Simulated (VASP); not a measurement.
# Si (Fd-3m) in VASP: notebook

Aim: see how the results for Si move with the level of theory and the settings. Levels: r2SCAN, r2SCAN+D4. Tasks: relaxation of cell and atoms.

All numbers are computed with VASP 6.6.1; they aren't measurements. Logs are shortened: lines on timing, memory, paths and dates and some standing lists are left out, and cuts for length are marked.

## (1) The cell of the first run

It takes space group Fd-3m (No. 227, cubic). The conventional cell has a = 5.427 Å, b = 5.427 Å, c = 5.427 Å, α = 90.00°, β = 90.00°, γ = 90.00°. Within 3.1 Å of Si (site symmetry -43m) lie 4 Si at 2.35 Å.

## (2) Relaxation of cell and atoms, r2SCAN

POSCAR reads:

```
Si
1.0
    0.0000000000      2.7135600000      2.7135600000
    2.7135600000      0.0000000000      2.7135600000
    2.7135600000      2.7135600000      0.0000000000
Si
2
Direct
    0.7500000000      0.7500000000      0.7500000000
    0.5000000000      0.5000000000      0.5000000000
```

INCAR.step1 reads:

```
SYSTEM = Si
PREC = Accurate
ENCUT = 600
ISMEAR = -1
SIGMA = 0.02
LREAL = .False.
LASPH = .True.
NELM = 80
GGA = PE
ALGO = Normal
EDIFF = 1E-4
LWAVE = .True.
LCHARG = .False.
```

INCAR.step2 reads:

```
SYSTEM = Si
PREC = Accurate
ENCUT = 600
EDIFF = 1E-7
ISMEAR = -1
SIGMA = 0.02
LREAL = .False.
LASPH = .True.
NELM = 80
ALGO = Normal
ISIF = 3
LWAVE = .False.
LCHARG = .False.
METAGGA = R2SCAN
LMIXTAU = .True.
IBRION = 2
NSW = 80
EDIFFG = -0.01
ISTART = 1
```

KPOINTS reads:

```
regular mesh
0
Gamma
  6 6 6
  0 0 0
```

Potentials or basis: VASP PAW PBE potentials, release 64 (Si).

Launch:

```bash
cat potpaw_PBE.64/Si/POTCAR > POTCAR
cp INCAR.step1 INCAR
mpirun -np 1 vasp_std > vasp.out
cp INCAR.step2 INCAR
mpirun -np 1 vasp_std > vasp.out
```

OUTCAR:

```text
SYSTEM = Si
   PREC = Accurate
   ENCUT = 600
   EDIFF = 1E-7
   ISMEAR = -1
   LREAL = .False.
   LASPH = .True.
   NELM = 80
   ISIF = 3
   METAGGA = R2SCAN
   IBRION = 2
   NSW = 80
   EDIFFG = -0.01
   ISTART = 1

 ion  position               nearest neighbor table
   1  0.750  0.750  0.750-   2 2.35   2 2.35   2 2.35   2 2.35
   2  0.500  0.500  0.500-   1 2.35   1 2.35   1 2.35   1 2.35

  LATTYP: Found a face centered cubic cell.
 ALAT       =     5.4271200000

  Lattice vectors:

 A1 = (   0.0000000000,   2.7135600000,   2.7135600000)
 A2 = (   2.7135600000,   0.0000000000,   2.7135600000)
 A3 = (   2.7135600000,   2.7135600000,   0.0000000000)

Analysis of symmetry for initial positions (statically):
=====================================================================
 Subroutine PRICEL returns:
 Original cell was already a primitive cell.

 Routine SETGRP: Setting up the symmetry group for a
 face centered cubic supercell.

 Subroutine GETGRP returns: Found 48 space group operations
 (whereof 24 operations were pure point group operations)
 out of a pool of 48 trial point group operations.

The static configuration has the point symmetry T_d .
 The point group associated with its full space group is O_h .

Analysis of symmetry for dynamics (positions and initial velocities):
=====================================================================
 Subroutine PRICEL returns:
 Original cell was already a primitive cell.

 Routine SETGRP: Setting up the symmetry group for a
 face centered cubic supercell.

 Subroutine GETGRP returns: Found 48 space group operations
 (whereof 24 operations were pure point group operations)
 out of a pool of 48 trial point group operations.

The dynamic configuration has the point symmetry T_d .
 The point group associated with its full space group is O_h .

 Subroutine INISYM returns: Found 48 space group operations
 (whereof 24 operations are pure point group operations),
 and found     1 'primitive' translations

----------------------------------------------------------------------------------------

                                     Primitive cell

  volume of cell :      39.9621

  direct lattice vectors                    reciprocal lattice vectors
     0.000000000  2.713560000  2.713560000    -0.184259792  0.184259792  0.184259792
     2.713560000  0.000000000  2.713560000     0.184259792 -0.184259792  0.184259792
[... 66 lines left out ...]
 SYSTEM =  Si
   PREC   = accura    normal or accurate (medium, high low for compatibility)
   ISTART =      1    job   : 0-new  1-cont  2-samecut
   ICHARG =      0    charge: 1-file 2-atom 10-const
   ISPIN  =      1    spin polarized calculation?
   LNONCOLLINEAR =      F non collinear calculations
   LSORBIT =      F    spin-orbit coupling
   LASPH  =      T    aspherical Exc in radial PAW
   ENCUT  =  600.0 eV  44.10 Ry    6.64 a.u.   7.66  7.66  7.66*2*pi/ulx,y,z
   NELM   =     80;   NELMIN=  2; NELMDL=  0     # of ELM steps
   EDIFF  = 0.1E-06   stopping-criterion for ELM
   LREAL  =      F    real-space projection
   EDIFFG = -.1E-01   stopping-criterion for IOM
   NSW    =     80    number of steps for IOM
   IBRION =      2    ionic relax: 0-MD 1-quasi-New 2-CG
   NFREE  =      1    steps in history (QN), initial steepest desc. (CG)
   ISIF   =      3    stress and relaxation
   ISYM   =      2    0-nonsym 1-usesym 2-fastsym
   POTIM  = 0.5000    time-step for ionic-motion
   TEBEG  =    0.0;   TEEND  =   0.0 temperature during run
   PSTRESS=    0.0 pullay stress
   NELECT =       8.0000    total number of electrons
   NUPDOWN=      -1.0000    fix difference up-down
   EMIN   =  10.00;   EMAX   =-10.00  energy-range for DOS
   EFERMI =   0.00;   METHOD = LEGACY
   ISMEAR =    -1;   SIGMA  =   0.02  broadening in eV -4-tet -1-fermi 0-gaus
   EFERMI_NEDOS =   21; number of points for ismear=-14 and -15
   IALGO  =     38    algorithm
   IMIX   =      4    mixing-type and parameters
     AMIX     =   0.40;   BMIX     =  1.00
     AMIX_MAG =   1.60;   BMIX_MAG =  1.00
  volume/ion in A,a.u.               =      19.98       134.84
  Fermi-wavevector in a.u.,A,eV,Ry     =   0.957684  1.809760 12.478691  0.917158
  Thomas-Fermi vector in A             =   2.086724
   LORBIT       =      0    0 simple, 1 ext, 2 COOP (PROOUT), +10 PAW based schemes
   METAGGA = R2SCAN    functional components
   LHFCALC =     F    Hartree Fock is set to
   AEXX    =    0.0000 exact exchange contribution
   IVDW    =     0    specifies the selected vdW correction
   LEPSILON=     F    determine dielectric tensor
   LRPA    =     F    only Hartree local field effects (RPA)
 conjugate gradient relaxation of ions
 non-spin polarized calculation
  energy-cutoff  :      600.00
  volume of cell :       39.96
 maximum number of plane-waves:      1363
 NGX is ok and might be reduce to    32
   NGX = 15   NGY = 15   NGZ = 15

--------------------------------------- Ionic step        1  -------------------------------------------

 number of electron       7.9999999 magnetization

 Free energy of the ion-electron system (eV)
  ---------------------------------------------------
  ext. energy  EPLUGINS =         0.00000000
  ---------------------------------------------------
  free energy    TOTEN  =       -17.52796454 eV

  energy without entropy =      -17.52796454  energy(sigma->0) =      -17.52796454

------------------------ aborting loop because EDIFF is reached ----------------------------------------

  FORCE on cell =-STRESS in cart. coord.  units (eV):
  Direction    XX          YY          ZZ          XY          YZ          ZX
  --------------------------------------------------------------------------------------
  -------------------------------------------------------------------------------------
  Total        0.1905249      0.1905249      0.1905249      0.0000000      0.0000000      0.0000000
  in kB        7.6386040      7.6386040      7.6386040      0.0000000      0.0000000      0.0000000
  external PRESSURE =       7.6386040 kB  Pullay stress =       0.0000000 kB
[... 59 lines left out ...]
--------------------------------------- Ionic step        3  -------------------------------------------

 number of electron       8.0000000 magnetization

 Free energy of the ion-electron system (eV)
  ---------------------------------------------------
  ext. energy  EPLUGINS =         0.00000000
  ---------------------------------------------------
  free energy    TOTEN  =       -17.52868650 eV

  energy without entropy =      -17.52868650  energy(sigma->0) =      -17.52868650

 E-fermi :   6.1420     XC(G=0):  -9.8289

 val. band max:        5.6865282901   @ k =   0.0000   0.0000   0.0000
 cond. band min:       6.6150741287   @ k =   0.5000   0.5000   0.0000
 fundamental gap:      0.9285458386
 Fermi energy:         6.1420106124

 k-point     1 :       0.0000    0.0000    0.0000
  band No.  band energies     occupation
      1      -6.7995      2.00000
      2       5.6865      2.00000
      3       5.6865      2.00000
      4       5.6865      2.00000
      5       8.4409      0.00000
      6       8.4409      0.00000
      7       8.4409      0.00000
      8       9.6072      0.00000
[... 192 lines left out ...]
  FREE ENERGIE OF THE ION-ELECTRON SYSTEM (eV)
  ---------------------------------------------------
  free  energy   TOTEN  =       -17.5286865026 eV

  energy  without entropy=      -17.5286865026  energy(sigma->0) =      -17.52868650

 reached required accuracy - stopping structural energy minimisation
```

OSZICAR.step1:

```text
N       E                     dE             d eps       ncg     rms          rms(c)
DAV:   1     0.128441806023E+02    0.12844E+02   -0.38063E+03   256   0.928E+02
DAV:   2    -0.107053173769E+02   -0.23549E+02   -0.22943E+02   432   0.930E+01
DAV:   3    -0.110040062009E+02   -0.29869E+00   -0.29869E+00   312   0.137E+01
DAV:   4    -0.110053543009E+02   -0.13481E-02   -0.13481E-02   432   0.103E+00
DAV:   5    -0.110053554830E+02   -0.11821E-05   -0.11821E-05   312   0.283E-02    0.491E+00
DAV:   6    -0.108770023058E+02    0.12835E+00   -0.84563E-02   328   0.153E+00    0.301E+00
DAV:   7    -0.108186306812E+02    0.58372E-01   -0.16046E-01   328   0.224E+00    0.195E-01
DAV:   8    -0.108197717987E+02   -0.11411E-02   -0.40985E-03   280   0.491E-01    0.735E-02
DAV:   9    -0.108199721079E+02   -0.20031E-03   -0.19708E-04   360   0.112E-01    0.586E-02
DAV:  10    -0.108200005848E+02   -0.28477E-04   -0.35941E-05   192   0.455E-02
   1 F= -.10820001E+02 E0= -.10820001E+02  d E =-.802035E-09
```

Run time: 96 s. Hardware: 1 thread of Intel Xeon 8259CL, shared host; peak memory 0.17 GiB.

Results:

* Free energy: -17.5287 eV
* Relaxed volume: 20.13 Å³/atom
* Relaxed cell: a = 3.847 Å, b = 3.847 Å, c = 3.847 Å, α = 60.00°, β = 60.00°, γ = 60.00°
* Space group after relaxing (to 0.05 Å): Fd-3m (No. 227)
* Energy gained by relaxing: 0.4 meV/atom
* Ionic steps: 3
* Pressure after relaxing: 0.0 GPa
* Band gap on the k mesh: 0.93 eV, indirect (least direct gap 2.75 eV)

The path:
| step | energy change (eV) | largest force (eV/Å) | pressure (GPa) | volume (Å³) |
| --- | --- | --- | --- | --- |
| 1 | 0.0000 | 0.0000 | 0.76 | 39.96 |
| 2 | -0.0003 | 0.0000 | -0.59 | 40.52 |
| 3 | -0.0007 | 0.0000 | 0.00 | 40.27 |

Final structure:
```
CELL_PARAMETERS angstrom
0.00000 2.72048 2.72048
2.72048 0.00000 2.72048
2.72048 2.72048 0.00000
ATOMIC_POSITIONS crystal
Si 0.75000 0.75000 0.75000
Si 0.50000 0.50000 0.50000
```

Caveat: the PAW data sets were made with another functional, which shifts forces and pressure a little.

## (3) Relaxation of cell and atoms, r2SCAN+D4

POSCAR is that of step 2.

INCAR.step1 reads:

```
  PREC = Accurate
  ENCUT = 600
  ISMEAR = -1
  SIGMA = 0.02
  LREAL = F
  LASPH = T
  NELM = 80
  GGA = PE
  ALGO = Normal
  EDIFF = 1E-4
  LWAVE = T
  LCHARG = F
```

INCAR.step2 reads:

```
  PREC = Accurate
  ENCUT = 600
  EDIFF = 1E-6
  ISMEAR = -1
  SIGMA = 0.02
  LREAL = F
  LASPH = T
  NELM = 80
  ALGO = Normal
  ISIF = 3
  LWAVE = F
  LCHARG = F
  METAGGA = R2SCAN
  LMIXTAU = T
  IVDW = 13
  VDW_S6 = 1.0
  VDW_S8 = 0.6018749
  VDW_A1 = 0.51559235
  VDW_A2 = 5.77342911
  IBRION = 2
  NSW = 80
  EDIFFG = -0.01
  ISTART = 1
```

KPOINTS reads:

```
Automatic mesh
0
Gamma
  6 6 6
```

Potentials or basis: VASP PAW PBE potentials, release 64 (Si).

Launch:

```bash
cat potpaw_PBE.64/Si/POTCAR > POTCAR
cp INCAR.step1 INCAR
mpirun -np 1 vasp_std > vasp.out
cp INCAR.step2 INCAR
mpirun -np 1 vasp_std > vasp.out
```

It took 33 s on 1 thread of Intel Xeon 8259CL, shared host; peak memory 0.17 GiB.

Results (log left out):

- Free energy: -17.7665 eV
- Pressure after relaxing: -0.1 GPa
- Band gap on the k mesh: 0.91 eV, indirect (least direct gap 2.76 eV)
- Dispersion energy per atom: -0.119 eV

Final structure:
```xyz
2
Lattice="0.0000 2.7136 2.7136 2.7136 0.0000 2.7136 2.7136 2.7136 0.0000" Properties=species:S:1:pos:R:3 pbc="T T T"
Si    4.0703    4.0703    4.0703
Si    2.7136    2.7136    2.7136
```

Levels at points of the mesh, in eV from the valence-band top:
```tsv
k point	band 1	band 2	band 3	band 4	band 5	band 6	band 7	band 8
(0.00, 0.00, 0.00)	-12.54	0.00	0.00	0.00	2.76	2.76	2.76	4.02
(0.50, 0.00, 0.00)	-10.08	-7.28	-1.28	-1.28	1.89	3.58	3.58	8.34
(0.50, 0.50, 0.00)	-8.16	-8.16	-3.02	-3.02	0.91	0.91	10.90	10.90
```

Caveat: the relaxation stopped at its first step, so nothing moved; the PAW data sets were made with another functional, which shifts forces and pressure a little.
